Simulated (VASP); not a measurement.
Runs of VASP 6.6.1 on Rh. The structure is that of space group P6_3/mmc (No. 194), or close to it. The cells are those of the table. This isn't the form of Rh at room conditions, which is fcc.

```tsv
level	cell	further INCAR settings	gap on the mesh (eV)	pressure (GPa)
PBE	a = 2.685, b = 2.685, c = 8.758 Å, angles 90.0, 90.0, 120.0°, 4 atoms	ALGO = Fast; EDIFF = 1e-06; NBANDS = 38	none	(a)
PBE+D4	a = 2.572, b = 2.572, c = 8.397 Å, angles 90.0, 90.0, 120.0°, 4 atoms	ALGO = Fast; EDIFF = 1e-07; NBANDS = 38	none	48.9
PBE	a = 2.628, b = 2.628, c = 8.577 Å, angles 90.0, 90.0, 120.0°, 4 atoms	ALGO = Fast; EDIFF = 1e-07; NBANDS = 38	none	30.1
PBE	a = 2.665, b = 2.665, c = 8.694 Å, angles 90.0, 90.0, 120.0°, 4 atoms	ALGO = Fast; EDIFF = 1e-06; NBANDS = 38	none	15.1
PBE	a = 2.572, b = 2.572, c = 8.397 Å, angles 90.0, 90.0, 120.0°, 4 atoms	ALGO = Fast; EDIFF = 1e-06; NBANDS = 38	none	(b)
```

Alike in all rows: task single point; potentials or basis VASP PAW PBE potentials, release 64 (Rh_pv); no spin polarisation; k mesh 18 × 18 × 6; cutoff (eV) 520; smearing gaussian 0.1 eV.

Task: Estimate the missing entries.

Result: (a) 8.1; (b) 60.2.

Caveats: the cell stands under pressure.

A k mesh can miss the band edges, and the runs leave out spin-orbit coupling on Rh.

A gap of «none» marks levels without a gap at the run's occupations.
